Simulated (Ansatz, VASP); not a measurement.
Two plane-wave programs on KI

INCAR

```
PREC = Accurate ; ENCUT = 500
EDIFF = 1E-6 ; ISMEAR = -5
SIGMA = 0.1 ; LREAL = False
LASPH = True ; NELM = 120
ALGO = Normal ; ISIF = 2
LWAVE = False ; LCHARG = True
GGA = PE ; LELF = True
LVHAR = True ; NBANDS = 15
GGA_COMPAT = False
```

Contents of KPOINTS:

```
regular mesh
0
Gamma
  4 4 4
```

Contents of POSCAR:

```
KI
1.0
    0.0000000000      3.5442850250      3.5442850250
    3.5442850250      0.0000000000      3.5442850250
    3.5442850250      3.5442850250      0.0000000000
K I
1 1
Direct
    0.0000000000      0.0000000000      0.0000000000
    0.5000000000      0.5000000000      0.5000000000
```

Input for Ansatz:

```yaml
crystal:
  lattice:
    - [0.0, 3.544285025, 3.544285025]
    - [3.544285025, 0.0, 3.544285025]
    - [3.544285025, 3.544285025, 0.0]
  atoms:
    - { symbol: K, position: [0.0, 0.0, 0.0] }
    - { symbol: I, position: [0.5, 0.5, 0.5] }
kpoints:
  mp_grid: { grid: [4, 4, 4] }
hamiltonian:
  xc: pbe
scf:
  occupations: { method: tetrahedron }
  n_extra_bands: 4
output:
  forces: true
  stress: true
  eigenvalues: true
```

Alike in both runs: task single point; functional PBE; k mesh 4 × 4 × 4; occupations tetrahedron; no spin polarisation.

```csv
,VASP,Ansatz
version,VASP 6.6.1,Ansatz 0.2.0
potentials or method,"VASP PAW PBE potentials, release 64 (K_sv, I)",plane waves
plane-wave cutoff (eV),500,420
valence electrons in the cell,16,26
```

```tsv
	VASP	Ansatz	Ansatz less VASP
gap on the k mesh at the Fermi level (eV)	3.94	3.94	+0.004
pressure (GPa)	0.5	0.5	-0.04
```

VASP's potentials hold 16 valence electrons a cell and Ansatz's 26, so a difference there can come from the potentials and not from the codes. Ansatz's warnings: band table not solved further, tetrahedron derivatives may miss energy slope.

Spin-orbit coupling is off throughout.
